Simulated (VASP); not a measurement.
Wanted: the native input for a VASP 6.6.1 run.

```yaml
Task: single point
Functional: PBE
Potentials_or_basis: VASP PAW PBE potentials, release 64 (Os, N)
Cutoff: 520 eV
k_mesh: 6 × 6 × 6
Occupations: gaussian, width 0.1 eV
Spin: collinear spin
Starting_moments: "[1.0, 1.0, 1.0, 1.0, 0.0, 0.0] μB"
Dipole_correction: no
Further_INCAR_settings: ALGO = Normal; EDIFF = 1e-06; NBANDS = 34
```

The structure of Os2N lies in POSCAR:

```
Os2N
1.0
    0.0000000000      3.2386686972      3.2386686972
    3.2386686972      0.0000000000      3.2386686972
    3.2386686972      3.2386686972      0.0000000000
Os N
4 2
Direct
    0.6250000000      0.6250000000      0.6250000000
    0.1250000000      0.6250000000      0.6250000000
    0.6250000000      0.6250000000      0.1250000000
    0.6250000000      0.1250000000      0.6250000000
    0.0000000000      0.0000000000      0.0000000000
    0.2500000000      0.2500000000      0.2500000000
```

These files were run (other wordings do the same):

INCAR

```
SYSTEM = Os2N
  PREC = Accurate
  ENCUT = 520
  EDIFF = 1E-6
  ISMEAR = 0
  SIGMA = 0.1
  LREAL = .False.
  LASPH = .True.
  NELM = 150
  ALGO = Normal
  ISIF = 2
  LWAVE = .False.
  LCHARG = .False.
  ISPIN = 2
  MAGMOM = 1 1 1 1 0 0
  LORBIT = 11
  LMAXMIX = 4
  GGA = PE
  NBANDS = 34
```

KPOINTS

```
Automatic mesh
0
Gamma
  6 6 6
  0 0 0
```

Potentials or basis: VASP PAW PBE potentials, release 64 (Os, N).

Launch:

```sh
$ cat potpaw_PBE.64/Os/POTCAR potpaw_PBE.64/N/POTCAR > POTCAR
$ mpirun -np 1 vasp_std > vasp.out
```

Results of the run:

```
Pressure                                              : 124.8 GPa
Band gap on the k mesh                                : zero (filled and empty bands overlap)
Net moment                                            : -0.01 μB per cell
Valence electrons inside the program's atomic spheres : Os 8.26; N 3.40
```

Caveat: the cell stands under pressure; spin-orbit coupling is left out, which moves the levels of the heavy elements.

It took 46 s on 1 thread of Intel(R) Xeon(R) 6975P-C (Granite Rapids), with other jobs on the host, peak memory 0.26 GiB.
